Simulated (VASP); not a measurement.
Write the native input for VASP 6.6.1 that does the following.

```yaml
Task: single point
Functional: HSE06
Potentials_or_basis: VASP PAW PBE potentials, release 64 (Ga_d)
Cutoff: 520 eV
k_mesh: 8 × 8 × 8
Occupations: gaussian, width 0.05 eV
Spin: no spin polarisation
Dipole_correction: no
Grid_for_exact_exchange_PRECFOCK: Normal
Further_INCAR_settings: ALGO = Normal; EDIFF = 1e-06; NBANDS = 12
Share_of_exact_exchange: 0.25
Screening_parameter: 0.2079 1/Å
```

Crystal: Ga.

```
CELL_PARAMETERS angstrom
0.00000 2.10354 2.10354
2.10354 0.00000 2.10354
2.10354 2.10354 0.00000
ATOMIC_POSITIONS crystal
Ga 0.00000 0.00000 0.00000
```

This isn't the form of Ga at room conditions, which is orthorhombic.

The input as run:

POSCAR

```
Ga
1.0
    0.0000000000      2.1035383473      2.1035383473
    2.1035383473      0.0000000000      2.1035383473
    2.1035383473      2.1035383473      0.0000000000
Ga
1
Direct
    0.0000000000      0.0000000000      0.0000000000
```

INCAR.step1

```
SYSTEM = Ga
PREC = Accurate
ENCUT = 520
EDIFF = 1E-5
ISMEAR = 0
SIGMA = 0.05
LREAL = .False.
LASPH = .True.
NELM = 60
ALGO = Normal
ISIF = 2
LWAVE = .True.
LCHARG = .False.
GGA = PE
NBANDS = 12
```

INCAR.step2

```
SYSTEM = Ga
PREC = Accurate
ENCUT = 520
EDIFF = 1E-6
ISMEAR = 0
SIGMA = 0.05
LREAL = .False.
LASPH = .True.
NELM = 60
ALGO = Normal
ISIF = 2
LWAVE = .False.
LCHARG = .False.
GGA = PE
LHFCALC = .True.
HFSCREEN = 0.2079
PRECFOCK = Normal
ISTART = 1
NBANDS = 12
```

KPOINTS

```
regular mesh
0
Gamma
  8 8 8
  0 0 0
```

Potentials or basis: VASP PAW PBE potentials, release 64 (Ga_d).

The run is started by

```sh
$ cat potpaw_PBE.64/Ga_d/POTCAR > POTCAR
$ cp INCAR.step1 INCAR
$ mpirun -np 1 vasp_std > vasp.out
$ cp INCAR.step2 INCAR
$ mpirun -np 1 vasp_std > vasp.out
```

It gave:

```json
{"Pressure": "0.3 GPa", "Band gap on the k mesh": "zero (an odd number of electrons rules out a gap without spin polarisation)"}
```

Caveat: the PAW data sets were made with another functional, which shifts forces and pressure a little.

Wall time 31 min on 1 thread of Intel(R) Xeon(R) Platinum 8488C (Sapphire Rapids) (shared host), peak memory 0.26 GiB.
